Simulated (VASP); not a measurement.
Wanted: the native input for a VASP 6.6.1 run.

```yaml
Task: relaxation of cell and atoms
Functional: PBE
Potentials_or_basis: VASP PAW PBE potentials, release 64 (Y_sv, F)
Cutoff: 600 eV
k_mesh: 8 × 8 × 10
Occupations: gaussian, width 0.1 eV
Spin: no spin polarisation
Dipole_correction: no
Further_INCAR_settings: ALGO = Fast; EDIFF = 1e-06; IBRION = 2; EDIFFG = -0.01; NSW = 100; ISIF = 3
```

The structure of YF5 lies in POSCAR:

```
YF5
1.0
    4.8714716632      0.0000000000      0.0000000000
    0.0000000000      4.8714716632      0.0000000000
    0.0000000000      0.0000000000      4.3119075433
Y F
1 5
Direct
    0.5000000000      0.5000000000      0.0000000000
    0.3115340923      0.0000000000      0.0000000000
    0.6884659077      0.0000000000      0.0000000000
    0.0000000000      0.3115340923      0.0000000000
    0.0000000000      0.6884659077      0.0000000000
    0.5000000000      0.5000000000      0.5000000000
```

The cell was generated, and may not be a known phase.

One way to write it, as run:

INCAR

```
ALGO = Fast
EDIFF = 1E-6
EDIFFG = -0.01
ENCUT = 600
GGA = PE
IBRION = 2
ISIF = 3
ISMEAR = 0
LASPH = T
LCHARG = F
LREAL = F
LWAVE = F
NELM = 80
NSW = 100
PREC = Accurate
SIGMA = 0.1
```

KPOINTS

```
k-points
0
Gamma
  8 8 10
```

Potentials or basis: VASP PAW PBE potentials, release 64 (Y_sv, F).

Launch:

```bash
$ cat potpaw_PBE.64/Y_sv/POTCAR potpaw_PBE.64/F/POTCAR > POTCAR
$ mpirun -np 1 vasp_std > vasp.out
```

It gave:

```
Relaxed volume                        : 16.92 Å³/atom
Relaxed cell                          : a = 4.855 Å, b = 4.855 Å, c = 4.306 Å, α = 90.00°, β = 90.00°, γ = 90.00°
Space group after relaxing (to 0.1 Å) : P4/mmm (No. 123)
Energy gained by relaxing             : 0.3 meV/atom
Ionic steps                           : 5
Pressure after relaxing               : 0.0 GPa
Largest force after relaxing          : 0.007 eV/Å
Band gap on the k mesh                : zero (filled and empty bands touch)
```

Run time: 25 min on 1 thread of Oxide Virtual Turin-like Processor (shared host), peak memory 0.41 GiB.
